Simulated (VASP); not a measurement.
Wanted: the native input for a VASP 6.6.1 run.

* Task: single point
* Functional: LDA
* Potentials or basis: VASP PAW LDA potentials, release 64 (Zn, Co)
* Cutoff: 520 eV
* k mesh: 13 × 13 × 7
* Occupations: fermi-dirac, width 0.1 eV
* Spin: collinear spin, ferromagnetic start
* Starting moments: [0.0, 2.0] μB
* Dipole correction: no
* Further INCAR settings: ALGO = Normal; EDIFF = 1e-07; NBANDS = 22

The structure of ZnCo lies in POSCAR:

```
ZnCo
1.0
    2.6072238118      0.0000000000      0.0000000000
   -1.3036119059      2.2579220543      0.0000000000
    0.0000000000      0.0000000000      4.1716830000
Zn Co
1 1
Direct
    0.6666666667      0.3333333333      0.0000000000
    0.0000000000      0.0000000000      0.5000000000
```

One way to write it, as run:

INCAR

```
PREC = Accurate
ENCUT = 520
EDIFF = 1E-7
ISMEAR = -1
SIGMA = 0.1
LREAL = F
LASPH = T
NELM = 150
ALGO = Normal
ISIF = 2
LWAVE = F
LCHARG = F
ISPIN = 2
MAGMOM = 0 2
LORBIT = 11
LMAXMIX = 4
NBANDS = 22
```

KPOINTS

```
regular mesh
0
Gamma
  13 13 7
```

Potentials or basis: VASP PAW LDA potentials, release 64 (Zn, Co).

The run is started by

```sh
$ cat potpaw_LDA.64/Zn/POTCAR potpaw_LDA.64/Co/POTCAR > POTCAR
$ mpirun -np 1 vasp_std > vasp.out
```

Results of the run:

```
Pressure                                              : -14.2 GPa
Net moment                                            : 1.13 μB per cell
Site moments                                          : Zn -0.03; Co +1.18 μB
Valence electrons inside the program's atomic spheres : Zn 10.93; Co 8.14
```

Run time: 100 s on 1 thread of Intel(R) Xeon(R) Platinum 8375C CPU @ 2.90GHz (Ice Lake), with other jobs on the host, peak memory 0.18 GiB.
